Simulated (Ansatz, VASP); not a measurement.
## MnO2 in VASP and in Ansatz

INCAR

```
  PREC = Accurate
  ENCUT = 600
  EDIFF = 1E-6
  ISMEAR = -1
  SIGMA = 0.05
  LREAL = False
  LASPH = True
  NELM = 150
  ALGO = Normal
  ISIF = 3
  LWAVE = False
  LCHARG = False
  ISPIN = 2
  MAGMOM = 4 0 0
  LORBIT = 11
  LMAXMIX = 4
  GGA = PE
  IVDW = 13
  IBRION = 2
  NSW = 60
  EDIFFG = -0.01
```

Contents of KPOINTS:

```
Automatic mesh
0
Gamma
  11 11 6
```

The input POSCAR:

```
MnO2
1.0
    2.8565781804      0.0000000000      0.0000000000
   -1.4282890902      2.4738692722      0.0000000000
    0.0000000000      0.0000000000      4.6013740589
Mn O
1 2
Direct
    0.0000000000      0.0000000000      0.5000000000
    0.3333333333      0.6666666667      0.7062925700
    0.6666666667      0.3333333333      0.2937074300
```

The input input.yaml:

```yaml
crystal:
  lattice:
    - [2.8565781804, 0.0, 0.0]
    - [-1.4282890902, 2.4738692722, 0.0]
    - [0.0, 0.0, 4.6013740589]
  atoms:
    - { symbol: Mn, position: [0.0, 0.0, 0.5], spin: 4.0 }
    - { symbol: O, position: [0.3333333333, 0.6666666667, 0.70629257] }
    - { symbol: O, position: [0.6666666667, 0.3333333333, 0.29370743] }
hamiltonian:
  xc: pbe
  pseudopotentials: { kind: paw }
  dispersion: d4
magnetization:
  spin_polarized: true
kpoints:
  mp_grid: { grid: [11, 11, 6] }
scf:
  occupations: { method: fermi_dirac, width: 0.05 }
output:
  forces: true
  stress: true
  eigenvalues: true
relax:
  f_tol: 0.01
  max_steps: 40
  cell: { stress_tol: 0.05 }
```

Alike in both runs: task relaxation of cell and atoms; functional PBE; dispersion D4; k mesh 11 × 11 × 6; occupations fermi-dirac, width 0.05 eV; collinear spin.

```csv
,VASP,Ansatz
version,VASP 6.6.1,Ansatz 0.2.0
potentials or method,"VASP PAW PBE potentials, release 64 (Mn_pv, O)",Ansatz PAW
plane-wave cutoff (eV),600,420
valence electrons in the cell,25,27
```

Ansatz gave:

```
gap on the k mesh at the Fermi level, each at its own relaxed structure (eV) : 0.87
net moment per atom (μB)                                                     : 1.00
size of the moment on the site where the two differ most (μB)                : 2.50
relaxed volume (Å³/atom)                                                     : 10.76
relaxed length of the cell vector where the two differ most in proportion (Å)              : 4.537
```

Task: What did VASP give for the same quantities?

Result: gap on the k mesh at the Fermi level, each at its own relaxed structure (eV): 0.84; net moment per atom (μB): 1.00; size of the moment on the site where the two differ most (μB): 2.85; relaxed volume (Å³/atom): 10.66; relaxed length of the cell vector where the two differ most in proportion (Å): 4.485.

Site moments also hang on the region over which each program counts them. VASP's potentials hold 25 valence electrons a cell and Ansatz's 27, so a difference there can come from the potentials and not from the codes.

Noted on Ansatz's run: odd divisions of the mesh miss points on the zone boundary, where band edges often lie, so the gap on the mesh can be too wide; the plane-wave basis is chosen anew once the cell has moved, so the energies of steps on either side of that aren't comparable.
